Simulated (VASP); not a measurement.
# Zr8C in VASP: single point with PBE

Aim: the single point of Zr8C with PBE.

Program: VASP 6.6.1. These are calculated values, not measurements. Logs are shortened: lines on timing, memory, paths and dates and some standing lists are left out, and cuts for length are marked.

### Step 1. The cell of the first run

The cell holds a slab with vacuum, 9 atoms: a = 6.466 Å, b = 5.169 Å, c = 18.977 Å, α = 90.00°, β = 90.00°, γ = 90.00°.

### Step 2. Single point, PBE

Contents of INCAR:

```
  ALGO = Normal
  DIPOL = 0.5 0.5 0.319
  EDIFF = 1E-6
  ENCUT = 520
  GGA = PE
  IDIPOL = 3
  ISIF = 2
  ISMEAR = 0
  LASPH = T
  LCHARG = F
  LDIPOL = T
  LREAL = F
  LWAVE = F
  NBANDS = 60
  NELM = 80
  PREC = Accurate
  SIGMA = 0.1
```

Contents of KPOINTS:

```
k-points
0
Gamma
  4 5 1
```

Contents of POSCAR:

```
Zr8C
1.0
    6.4655797184      0.0000000000      0.0000000000
    0.0000000000      5.1691196971      0.0000000000
    0.0000000000      0.0000000000     18.9770873264
Zr C
8 1
Direct
    0.0000000000      0.7500000000      0.2107805024
    0.5000000000      0.7500000000      0.2107805024
    0.2500000000      0.2500000000      0.2599569661
    0.7500000000      0.2500000000      0.2599569661
    0.2500000000      0.7500000000      0.3477072663
    0.7500000000      0.7500000000      0.3477072663
    0.0000000000      0.2500000000      0.3940060557
    0.5000000000      0.2500000000      0.3940060557
    0.2500000000      0.6250000000      0.4455740751
```

Potentials or basis: VASP PAW PBE potentials, release 64 (Zr_sv, C).

On the command line:

```sh
cat potpaw_PBE.64/Zr_sv/POTCAR potpaw_PBE.64/C/POTCAR > POTCAR
mpirun -np 1 vasp_std > vasp.out
```

OUTCAR:

```text
EDIFF = 1E-6
   ENCUT = 520
   GGA = PE
   ISIF = 2
   ISMEAR = 0
   LASPH = T
   LREAL = F
   NELM = 80
   PREC = Accurate

 ion  position               nearest neighbor table
   1  0.000  0.750  0.211-   5 3.06   6 3.06   3 3.19   4 3.19   3 3.19   4 3.19   2 3.23   2 3.23

   2  0.500  0.750  0.211-   5 3.06   6 3.06   3 3.19   4 3.19   3 3.19   4 3.19   1 3.23   1 3.23

   3  0.250  0.250  0.260-   7 3.01   8 3.01   5 3.07   5 3.07   1 3.19   1 3.19   2 3.19   2 3.19
                             4 3.23   4 3.23
   4  0.750  0.250  0.260-   7 3.01   8 3.01   6 3.07   6 3.07   1 3.19   1 3.19   2 3.19   2 3.19
                             3 3.23   3 3.23
   5  0.250  0.750  0.348-   9 1.97   2 3.06   1 3.06   3 3.07   3 3.07   7 3.17   8 3.17   7 3.17
                             8 3.17   6 3.23   6 3.23
   6  0.750  0.750  0.348-   1 3.06   2 3.06   4 3.07   4 3.07   8 3.17   7 3.17   7 3.17   8 3.17
                             5 3.23   5 3.23
   7  0.000  0.250  0.394-   9 2.71   4 3.01   3 3.01   6 3.17   5 3.17   5 3.17   6 3.17   8 3.23
                             8 3.23
   8  0.500  0.250  0.394-   9 2.71   4 3.01   3 3.01   6 3.17   5 3.17   5 3.17   6 3.17   7 3.23
                             7 3.23
   9  0.250  0.625  0.446-   5 1.97   7 2.71   8 2.71

  LATTYP: Found a simple orthorhombic cell.
 ALAT       =     5.1691196971
 B/A-ratio  =     1.2508086671
 C/A-ratio  =     3.6712416114

  Lattice vectors:

 A1 = (   0.0000000000,  -5.1691196971,   0.0000000000)
 A2 = (   6.4655797184,   0.0000000000,   0.0000000000)
 A3 = (   0.0000000000,   0.0000000000,  18.9770873264)

Analysis of symmetry for initial positions (statically):
=====================================================================
 Subroutine PRICEL returns:
 Original cell was already a primitive cell.

 Routine SETGRP: Setting up the symmetry group for a
 simple orthorhombic supercell.

 Subroutine GETGRP returns: Found  2 space group operations
 (whereof  1 operations were pure point group operations)
 out of a pool of  8 trial point group operations.

The static configuration has the point symmetry C_1 .
 The point group associated with its full space group is C_1h.

Analysis of symmetry for dynamics (positions and initial velocities):
=====================================================================
 Subroutine PRICEL returns:
 Original cell was already a primitive cell.

[... 120 lines left out ...]
   EFERMI =   0.00;   METHOD = LEGACY
   ISMEAR =     0;   SIGMA  =   0.10  broadening in eV -4-tet -1-fermi 0-gaus
   EFERMI_NEDOS =   21; number of points for ismear=-14 and -15
   IALGO  =     38    algorithm
   IMIX   =      4    mixing-type and parameters
     AMIX     =   0.40;   BMIX     =  1.00
     AMIX_MAG =   1.60;   BMIX_MAG =  1.00
  volume/ion in A,a.u.               =      70.47       475.56
  Fermi-wavevector in a.u.,A,eV,Ry     =   0.884417  1.671305 10.642382  0.782193
  Thomas-Fermi vector in A             =   2.005314
   LORBIT       =      0    0 simple, 1 ext, 2 COOP (PROOUT), +10 PAW based schemes
   GGA     = PE    functional components
   LHFCALC =     F    Hartree Fock is set to
   AEXX    =    0.0000 exact exchange contribution
   IVDW    =     0    specifies the selected vdW correction
   LEPSILON=     F    determine dielectric tensor
   LRPA    =     F    only Hartree local field effects (RPA)
 non-spin polarized calculation
 Gauss-broadening in eV      SIGMA  =   0.10
  energy-cutoff  :      520.00
  volume of cell :      634.24
 maximum number of plane-waves:     17106
   NGX = 25   NGY = 19   NGZ = 71

 dipolmoment           0.000000      0.000000     -0.908342 electrons x Angstroem

 number of electron      99.9999999 magnetization

 number of electron     100.0000000 magnetization

 dipolmoment           0.000000      0.000000      0.147511 electrons x Angstroem

 Free energy of the ion-electron system (eV)
  ---------------------------------------------------
  ext. energy  EPLUGINS =         0.00000000
  ---------------------------------------------------
  free energy    TOTEN  =       -68.16026582 eV

  energy without entropy =      -68.08690069  energy(sigma->0) =      -68.12358325

 E-fermi :  -0.0400     XC(G=0):  -4.3863

 val. band max:       -0.0478929067   @ k =   0.0000   0.4000   0.0000
 cond. band min:      -0.0328578338   @ k =   0.5000   0.4000   0.0000
 fundamental gap:      0.0150350729
 Fermi energy:        -0.0399770184

 k-point     1 :       0.0000    0.0000    0.0000
  band No.  band energies     occupation
      1     -49.2146      2.00000
      2     -49.1779      2.00000
      3     -49.1657      2.00000
      4     -49.1302      2.00000
      5     -48.7207      2.00000
      6     -48.6245      2.00000
[... 556 lines left out ...]
     59       0.6643      0.00000
     60       0.8256      0.00000

------------------------ aborting loop because EDIFF is reached ----------------------------------------

 vacuum level on the upper side and lower side of the slab       (xc-potential included)         0.234        -0.554

  FORCE on cell =-STRESS in cart. coord.  units (eV):
  Direction    XX          YY          ZZ          XY          YZ          ZX
  --------------------------------------------------------------------------------------
  -------------------------------------------------------------------------------------
  Total       -6.2150835     -2.2571165      3.2080376      0.0000000     -1.5211916      0.0000000
  in kB      -15.7001548     -5.7017865      8.1039437      0.0000000     -3.8427389      0.0000000
  external PRESSURE =      -4.4326658 kB  Pullay stress =       0.0000000 kB

 VOLUME and BASIS-vectors are now :
 -----------------------------------------------------------------------------
  energy-cutoff  :      520.00
  volume of cell :      634.24
      direct lattice vectors                 reciprocal lattice vectors
     6.465579718  0.000000000  0.000000000     0.154665172  0.000000000  0.000000000
     0.000000000  5.169119697  0.000000000     0.000000000  0.193456538  0.000000000
     0.000000000  0.000000000 18.977087326     0.000000000  0.000000000  0.052695126

 POSITION                                       TOTAL-FORCE (eV/Angst)
 -----------------------------------------------------------------------------------
      0.00000      3.87684      4.00000        -0.313017     -0.041683     -0.111843
      3.23279      3.87684      4.00000         0.313017     -0.041683     -0.111843
      1.61639      1.29228      4.93323         0.000000     -0.129645     -0.639034
      4.84918      1.29228      4.93323         0.000000     -0.141060     -0.121060
      1.61639      3.87684      6.59847         0.000000      0.526718     -0.526790
      4.84918      3.87684      6.59847         0.000000      0.076908     -0.079924
      0.00000      1.29228      7.47709         0.675303      0.881397      0.772990
      3.23279      1.29228      7.47709        -0.675303      0.881397      0.772990
      1.61639      3.23070      8.45570         0.000000     -2.012349      0.044515
 -----------------------------------------------------------------------------------
    total drift:                                0.000000      0.000054      0.000253

  FREE ENERGIE OF THE ION-ELECTRON SYSTEM (eV)
  ---------------------------------------------------
  free  energy   TOTEN  =       -68.1602658169 eV

  energy  without entropy=      -68.0869006907  energy(sigma->0) =      -68.12358325

 vacuum level on the upper side and lower side of the slab         4.357         3.531
```

Run time: 15 min. Hardware: 1 thread of Intel Xeon Platinum 8259CL at 2.50GHz (Skylake/Cascade Lake), shared host; peak memory 0.7 GiB.

Results:

| Item | Value |
| --- | --- |
| Free energy | -68.1603 eV |
| Largest force | 2.013 eV/Å |
| Band gap on the k mesh | zero (bands 50 and 51 overlap by 0.41 eV) |

Forces on the atoms (eV/Å):
```
Zr  -0.313 -0.042 -0.112
Zr   0.313 -0.042 -0.112
Zr   0.000 -0.130 -0.639
Zr   0.000 -0.141 -0.121
Zr   0.000  0.527 -0.527
Zr   0.000  0.077 -0.080
Zr   0.675  0.881  0.773
Zr  -0.675  0.881  0.773
C    0.000 -2.012  0.045
```

Levels at points of the mesh, in eV from the Fermi level:
```csv
k point,band 46,band 47,band 48,band 49,band 50,band 51,band 52,band 53,band 54,band 55
"(0.00, 0.00, 0.00)",-0.93,-0.52,-0.15,0.02,0.32,0.43,0.55,0.72,0.73,0.78
"(0.50, 0.00, 0.00)",-0.67,-0.46,-0.30,-0.24,-0.20,-0.10,-0.09,0.16,0.26,0.44
```
